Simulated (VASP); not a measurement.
# W (Fm-3m) in VASP: further runs

W is run at these levels: PBE; tasks: single point, relaxation of cell and atoms.

Everything below comes from runs of VASP 6.6.1. Logs are shortened: lines on timing, memory, paths and dates and some standing lists are left out, and cuts for length are marked.

## (1) The cell of the first run

The structure is cubic, space group Fm-3m (No. 225). The conventional cell has a = 4.033 Å, b = 4.033 Å, c = 4.033 Å, α = 90.00°, β = 90.00°, γ = 90.00°. Within 3.8 Å of W (site symmetry m-3m) lie 12 W at 2.85 Å.

## (2) Single point, PBE

The input, INCAR:

```
ALGO = Normal ; EDIFF = 1E-7
ENCUT = 520 ; GGA = PE
ISIF = 2 ; ISMEAR = 1
LASPH = T ; LCHARG = F
LREAL = F ; LWAVE = F
NBANDS = 13 ; NELM = 100
PREC = Accurate ; SIGMA = 0.1
```

The input, KPOINTS:

```
k-points
0
Gamma
  9 9 9
```

The input, POSCAR:

```
W
1.0
    0.0000000000      2.0163945564      2.0163945564
    2.0163945564      0.0000000000      2.0163945564
    2.0163945564      2.0163945564      0.0000000000
W
1
Direct
    0.0000000000      0.0000000000      0.0000000000
```

Potentials or basis: VASP PAW PBE potentials, release 64 (W_sv).

Started as:

```
$ cat potpaw_PBE.64/W_sv/POTCAR > POTCAR
$ mpirun -np 1 vasp_std > vasp.out
```

OUTCAR:

```text
EDIFF = 1E-7
   ENCUT = 520
   GGA = PE
   ISIF = 2
   ISMEAR = 1
   LASPH = T
   LREAL = F
   NELM = 100
   PREC = Accurate

 ion  position               nearest neighbor table
   1  0.000  0.000  0.000-

  LATTYP: Found a face centered cubic cell.
 ALAT       =     4.0327891128

  Lattice vectors:

 A1 = (   0.0000000000,   2.0163945564,   2.0163945564)
 A2 = (   2.0163945564,   0.0000000000,   2.0163945564)
 A3 = (   2.0163945564,   2.0163945564,   0.0000000000)

Analysis of symmetry for initial positions (statically):
=====================================================================
 Subroutine PRICEL returns:
 Original cell was already a primitive cell.

 Routine SETGRP: Setting up the symmetry group for a
 face centered cubic supercell.

 Subroutine GETGRP returns: Found 48 space group operations
 (whereof 48 operations were pure point group operations)
 out of a pool of 48 trial point group operations.

The static configuration has the point symmetry O_h .

Analysis of symmetry for dynamics (positions and initial velocities):
=====================================================================
 Subroutine PRICEL returns:
 Original cell was already a primitive cell.

 Routine SETGRP: Setting up the symmetry group for a
 face centered cubic supercell.

 Subroutine GETGRP returns: Found 48 space group operations
 (whereof 48 operations were pure point group operations)
 out of a pool of 48 trial point group operations.

The dynamic configuration has the point symmetry O_h .

 Subroutine INISYM returns: Found 48 space group operations
 (whereof 48 operations are pure point group operations),
 and found     1 'primitive' translations

----------------------------------------------------------------------------------------

                                     Primitive cell

  volume of cell :      16.3967

  direct lattice vectors                    reciprocal lattice vectors
     0.000000000  2.016394556  2.016394556    -0.247967343  0.247967343  0.247967343
     2.016394556  0.000000000  2.016394556     0.247967343 -0.247967343  0.247967343
     2.016394556  2.016394556  0.000000000     0.247967343  0.247967343 -0.247967343

  length of vectors
     2.851612529  2.851612529  2.851612529     0.429492036  0.429492036  0.429492036

  position of ions in fractional coordinates (direct lattice)
     0.000000000  0.000000000  0.000000000

  ion indices of the primitive-cell ions
   primitive index   ion index
                 1           1

----------------------------------------------------------------------------------------

 KPOINTS: k-points

Automatic generation of k-mesh.
 Grid dimensions read from file:
 generate k-points for:    9    9    9

 Generating k-lattice:

  Cartesian coordinates                     Fractional coordinates (reciprocal lattice)
    -0.027551927  0.027551927  0.027551927     0.111111111  0.000000000  0.000000000
     0.027551927 -0.027551927  0.027551927     0.000000000  0.111111111  0.000000000
     0.027551927  0.027551927 -0.027551927     0.000000000  0.000000000  0.111111111

  Length of vectors
     0.047721337  0.047721337  0.047721337

  Shift w.r.t. Gamma in fractional coordinates (k-lattice)
     0.000000000  0.000000000  0.000000000

 Subroutine IBZKPT returns following result:
 ===========================================

 Found     35 irreducible k-points:

 Following reciprocal coordinates:
            Coordinates               Weight
  0.000000  0.000000  0.000000      1.000000
  0.111111  0.000000  0.000000      8.000000
  0.222222  0.000000  0.000000      8.000000
  0.333333  0.000000  0.000000      8.000000
  0.444444  0.000000  0.000000      8.000000
  0.111111  0.111111  0.000000      6.000000
[... 16 lines left out ...]
 -0.333333  0.333333  0.000000     12.000000
  0.444444  0.444444  0.000000      6.000000
 [... further k-points ...]
   k-points           NKPTS =     35   k-points in BZ     NKDIM =     35   number of bands    NBANDS=     13
   number of dos      NEDOS =    301   number of ions     NIONS =      1
   total plane-waves  NPLWV =  13824
   dimension x,y,z NGX =    24 NGY =   24 NGZ =   24
   dimension x,y,z NGXF=    48 NGYF=   48 NGZF=   48
   ions per type =               1
   NGX,Y,Z   is equivalent  to a cutoff of  13.99, 13.99, 13.99 a.u.
   NGXF,Y,Z  is equivalent  to a cutoff of  27.98, 27.98, 27.98 a.u.
 SYSTEM =  unknown system
   PREC   = accura    normal or accurate (medium, high low for compatibility)
   ISTART =      0    job   : 0-new  1-cont  2-samecut
   ICHARG =      2    charge: 1-file 2-atom 10-const
   ISPIN  =      1    spin polarized calculation?
   LNONCOLLINEAR =      F non collinear calculations
   LSORBIT =      F    spin-orbit coupling
   LASPH  =      T    aspherical Exc in radial PAW
   ENCUT  =  520.0 eV  38.22 Ry    6.18 a.u.   5.30  5.30  5.30*2*pi/ulx,y,z
   NELM   =    100;   NELMIN=  2; NELMDL= -5     # of ELM steps
   EDIFF  = 0.1E-06   stopping-criterion for ELM
   LREAL  =      F    real-space projection
   EDIFFG = 0.1E-05   stopping-criterion for IOM
   NSW    =      0    number of steps for IOM
   IBRION =     -1    ionic relax: 0-MD 1-quasi-New 2-CG
   NFREE  =      0    steps in history (QN), initial steepest desc. (CG)
   ISIF   =      2    stress and relaxation
   ISYM   =      2    0-nonsym 1-usesym 2-fastsym
   POTIM  = 0.5000    time-step for ionic-motion
   TEBEG  =    0.0;   TEEND  =   0.0 temperature during run
   PSTRESS=    0.0 pullay stress
   NELECT =      14.0000    total number of electrons
   NUPDOWN=      -1.0000    fix difference up-down
   EMIN   =  10.00;   EMAX   =-10.00  energy-range for DOS
   EFERMI =   0.00;   METHOD = LEGACY
   ISMEAR =     1;   SIGMA  =   0.10  broadening in eV -4-tet -1-fermi 0-gaus
   EFERMI_NEDOS =   21; number of points for ismear=-14 and -15
   IALGO  =     38    algorithm
   IMIX   =      4    mixing-type and parameters
     AMIX     =   0.40;   BMIX     =  1.00
     AMIX_MAG =   1.60;   BMIX_MAG =  1.00
  volume/ion in A,a.u.               =      16.40       110.65
  Fermi-wavevector in a.u.,A,eV,Ry     =   1.553097  2.934928 32.818765  2.412111
  Thomas-Fermi vector in A             =   2.657377
   LORBIT       =      0    0 simple, 1 ext, 2 COOP (PROOUT), +10 PAW based schemes
   GGA     = PE    functional components
   LHFCALC =     F    Hartree Fock is set to
   AEXX    =    0.0000 exact exchange contribution
   IVDW    =     0    specifies the selected vdW correction
   LEPSILON=     F    determine dielectric tensor
   LRPA    =     F    only Hartree local field effects (RPA)
 non-spin polarized calculation
 Methfessel and Paxton  Order N= 1 SIGMA  =   0.10
  energy-cutoff  :      520.00
  volume of cell :       16.40
 maximum number of plane-waves:       459
 NGX is ok and might be reduce to    24
   NGX = 11   NGY = 11   NGZ = 11

 number of electron      14.0000002 magnetization

 Free energy of the ion-electron system (eV)
  ---------------------------------------------------
  ext. energy  EPLUGINS =         0.00000000
  ---------------------------------------------------
  free energy    TOTEN  =       -12.47408051 eV

  energy without entropy =      -12.47348100  energy(sigma->0) =      -12.47388068

 E-fermi :  10.5497     XC(G=0): -13.4369

 val. band max:       10.4530957067   @ k =  -0.4444   0.3333   0.0000
 cond. band min:      10.5642502131   @ k =  -0.1111   0.1111   0.0000
 fundamental gap:      0.1111545064
 Fermi energy:        10.5497036611

 k-point     1 :       0.0000    0.0000    0.0000
  band No.  band energies     occupation
      1     -63.1455      2.00000
      2     -26.7776      2.00000
      3     -26.7776      2.00000
      4     -26.7776      2.00000
      5       1.5035      2.00000
      6       9.9536      2.00000
      7       9.9536      2.00000
      8       9.9536      2.00000
      9      13.0847      0.00000
     10      13.0847      0.00000
     11      23.2904      0.00000
     12      28.5088      0.00000
     13      28.5088      0.00000

 k-point     2 :       0.1111    0.0000    0.0000
  band No.  band energies     occupation
      1     -63.1331      2.00000
      2     -26.9209      2.00000
      3     -26.7959      2.00000
      4     -26.7959      2.00000
      5       2.0339      2.00000
      6       9.5703      2.00000
      7      10.1853      2.00000
      8      10.1853      2.00000
      9      12.8900      0.00000
     10      12.8900      0.00000
     11      24.3057      0.00000
     12      26.7275      0.00000
     13      29.5066      0.00000

 k-point     3 :       0.2222    0.0000    0.0000
  band No.  band energies     occupation
      1     -63.1015      2.00000
      2     -27.2725      2.00000
      3     -26.8421      2.00000
      4     -26.8421      2.00000
      5       3.3635      2.00000
      6       8.9880      2.00000
      7      10.4304      2.07058
      8      10.4304      2.07058
      9      12.9705      0.00000
     10      12.9705      0.00000
     11      24.0148      0.00000
     12      26.9800      0.00000
     13      32.1641      0.00000
[... 305 lines left out ...]
 k-point    23 :      -0.3333    0.3333    0.0000
  band No.  band energies     occupation
      1     -63.0122      2.00000
      2     -27.5588      2.00000
      3     -27.5501      2.00000
      4     -27.0513      2.00000
      5       6.7414      2.00000
      6       7.7260      2.00000
      7       9.4582      2.00000
      8      12.2941     -0.00000
      9      14.4290      0.00000
     10      17.5135      0.00000
     11      22.9482      0.00000
     12      23.6028      0.00000
     13      28.9076      0.00000

 k-point    24 :       0.4444    0.4444    0.0000
  band No.  band energies     occupation
      1     -63.0079      2.00000
      2     -27.8266      2.00000
      3     -27.1818      2.00000
      4     -27.1818      2.00000
      5       5.0822      2.00000
      6       6.0710      2.00000
      7      12.9945      0.00000
      8      15.4401      0.00000
      9      15.8243      0.00000
     10      15.8243      0.00000
     11      22.8885      0.00000
     12      22.8885      0.00000
     13      24.2743      0.00000

 [... further k-points ...]
[... 5 lines left out ...]
  --------------------------------------------------------------------------------------
  -------------------------------------------------------------------------------------
  Total        0.0622563      0.0622563      0.0622563     -0.0000000     -0.0000000      0.0000000
  in kB        6.0832743      6.0832743      6.0832743     -0.0000000     -0.0000000      0.0000000
  external PRESSURE =       6.0832743 kB  Pullay stress =       0.0000000 kB

 VOLUME and BASIS-vectors are now :
 -----------------------------------------------------------------------------
  energy-cutoff  :      520.00
  volume of cell :       16.40
      direct lattice vectors                 reciprocal lattice vectors
     0.000000000  2.016394556  2.016394556    -0.247967343  0.247967343  0.247967343
     2.016394556  0.000000000  2.016394556     0.247967343 -0.247967343  0.247967343
     2.016394556  2.016394556  0.000000000     0.247967343  0.247967343 -0.247967343

 POSITION                                       TOTAL-FORCE (eV/Angst)
 -----------------------------------------------------------------------------------
      0.00000      0.00000      0.00000         0.000000      0.000000      0.000000
 -----------------------------------------------------------------------------------
    total drift:                               -0.000000      0.000000     -0.000000

  FREE ENERGIE OF THE ION-ELECTRON SYSTEM (eV)
  ---------------------------------------------------
  free  energy   TOTEN  =       -12.4740805146 eV

  energy  without entropy=      -12.4734810022  energy(sigma->0) =      -12.47388068
```

Wall time 11 s (1 thread of Intel Xeon 8259CL, shared host); peak memory 0.14 GiB.

Results:

```
Free energy            : -12.4741 eV
Pressure               : 0.6 GPa
Band gap on the k mesh : zero (band 7 reaches 12.99 eV, above the bottom of band 8 at 9.95 eV)
```

Caveat: spin-orbit coupling is left out, which moves the levels of the heavy elements.

## (3) Relaxation of cell and atoms, PBE

This run uses another cell than the first one, of 16.47 Å³/atom, 1.005 times its volume.

The input, INCAR:

```
SYSTEM = W
PREC = Accurate
ENCUT = 600
EDIFF = 1E-6
ISMEAR = 1
SIGMA = 0.1
LREAL = .False.
LASPH = .True.
NELM = 80
ALGO = Normal
ISIF = 3
LWAVE = .False.
LCHARG = .False.
GGA = PE
IBRION = 2
NSW = 80
EDIFFG = -0.03
```

The input, KPOINTS:

```
Automatic mesh
0
Gamma
  9 9 9
  0 0 0
```

The input, POSCAR:

```
W
1.0
    0.0000000000      2.0194753606      2.0194753606
    2.0194753606      0.0000000000      2.0194753606
    2.0194753606      2.0194753606      0.0000000000
W
1
Direct
    0.0000000000      0.0000000000      0.0000000000
```

Potentials or basis: VASP PAW PBE potentials, release 64 (W_sv).

Started as:

```
$ cat potpaw_PBE.64/W_sv/POTCAR > POTCAR
$ mpirun -np 1 vasp_std > vasp.out
```

OUTCAR:

```text
SYSTEM = W
   PREC = Accurate
   ENCUT = 600
   EDIFF = 1E-6
   ISMEAR = 1
   LREAL = .False.
   LASPH = .True.
   NELM = 80
   ISIF = 3
   GGA = PE
   IBRION = 2
   NSW = 80
   EDIFFG = -0.03

 ion  position               nearest neighbor table
   1  0.000  0.000  0.000-

  LATTYP: Found a face centered cubic cell.
 ALAT       =     4.0389507212

  Lattice vectors:

 A1 = (   0.0000000000,   2.0194753606,   2.0194753606)
 A2 = (   2.0194753606,   0.0000000000,   2.0194753606)
 A3 = (   2.0194753606,   2.0194753606,   0.0000000000)

Analysis of symmetry for initial positions (statically):
[... 250 lines left out ...]
  energy without entropy =      -12.47368077  energy(sigma->0) =      -12.47405984

 E-fermi :  10.5158     XC(G=0): -13.4237

 val. band max:       10.4174247664   @ k =  -0.4444   0.3333   0.0000
 cond. band min:      10.5288506123   @ k =  -0.4444   0.1111   0.0000
 fundamental gap:      0.1114258459
 Fermi energy:        10.5157542674

 k-point     1 :       0.0000    0.0000    0.0000
  band No.  band energies     occupation
      1     -63.1835      2.00000
      2     -26.8184      2.00000
      3     -26.8184      2.00000
      4     -26.8184      2.00000
      5       1.4836      2.00000
      6       9.9236      2.00000
      7       9.9236      2.00000
      8       9.9236      2.00000
      9      13.0441      0.00000
     10      13.0441      0.00000
     11      23.2549      0.00000
[... 309 lines left out ...]
 k-point    24 :       0.4444    0.4444    0.0000
  band No.  band energies     occupation
      1     -63.0473      2.00000
      2     -27.8591      2.00000
      3     -27.2195      2.00000
      4     -27.2195      2.00000
      5       5.0658      2.00000
      6       6.0528      2.00000
      7      12.9499      0.00000
      8      15.3909      0.00000
      9      15.7740      0.00000
     10      15.7740      0.00000
     11      22.8335      0.00000

 [... further k-points ...]
[... 5 lines left out ...]
  --------------------------------------------------------------------------------------
  -------------------------------------------------------------------------------------
  Total        0.0045517      0.0045517      0.0045517     -0.0000000     -0.0000000      0.0000000
  in kB        0.4437174      0.4437174      0.4437174     -0.0000000     -0.0000000      0.0000000
  external PRESSURE =       0.4437174 kB  Pullay stress =       0.0000000 kB
[... 16 lines left out ...]
  FREE ENERGIE OF THE ION-ELECTRON SYSTEM (eV)
  ---------------------------------------------------
  free  energy   TOTEN  =       -12.4742493768 eV

  energy  without entropy=      -12.4736807747  energy(sigma->0) =      -12.47405984

 reached required accuracy - stopping structural energy minimisation
```

OSZICAR:

```text
N       E                     dE             d eps       ncg     rms          rms(c)
DAV:   1     0.862488779972E+02    0.86249E+02   -0.85689E+03   770   0.158E+03
DAV:   2    -0.111892632292E+02   -0.97438E+02   -0.94550E+02   830   0.355E+02
DAV:   3    -0.130799181191E+02   -0.18907E+01   -0.18427E+01   866   0.476E+01
[... 18 lines left out ...]
DAV:   1    -0.124810225596E+02   -0.74748E-02   -0.15748E-01   794   0.623E+00    0.999E-01
DAV:   2    -0.124750649307E+02    0.59576E-02   -0.92231E-03   800   0.129E+00    0.220E-01
DAV:   3    -0.124742330153E+02    0.83192E-03   -0.23895E-03   815   0.636E-01    0.166E-01
DAV:   4    -0.124742500976E+02   -0.17082E-04   -0.64621E-05   794   0.109E-01    0.231E-02
DAV:   5    -0.124742493768E+02    0.72075E-06   -0.42627E-06   830   0.268E-02
   3 F= -.12474249E+02 E0= -.12474060E+02  d E =-.704466E-04
```

CONTCAR:

```text
W
   1.00000000000000
     0.0000000000000000    2.0179803737563415    2.0179803737563415
     2.0179803737563415   -0.0000000000000000    2.0179803737563415
     2.0179803737563415    2.0179803737563415    0.0000000000000000
  W
     1
Direct
     0.0000000000000000    0.0000000000000000    0.0000000000000000

  0.00000000E+00  0.00000000E+00  0.00000000E+00
```

Run time: 20 s. Hardware: 1 thread of Intel Xeon 8259CL, shared host; peak memory 0.14 GiB.

Results:

```
Free energy                            : -12.4742 eV
Relaxed volume                         : 16.44 Å³/atom
Relaxed cell                           : a = 2.854 Å, b = 2.854 Å, c = 2.854 Å, α = 60.00°, β = 60.00°, γ = 60.00°
Space group after relaxing (to 0.05 Å) : Fm-3m (No. 225)
Energy gained by relaxing              : 0.1 meV/atom
Ionic steps                            : 3
Pressure after relaxing                : 0.0 GPa
Band gap on the k mesh                 : zero (band 7 reaches 12.95 eV, above the bottom of band 8 at 9.92 eV)
```

Final structure:
```
CELL_PARAMETERS angstrom
0.00000 2.01798 2.01798
2.01798 0.00000 2.01798
2.01798 2.01798 0.00000
ATOMIC_POSITIONS crystal
W 0.00000 0.00000 0.00000
```

Caveat: spin-orbit coupling is left out, which moves the levels of the heavy elements.
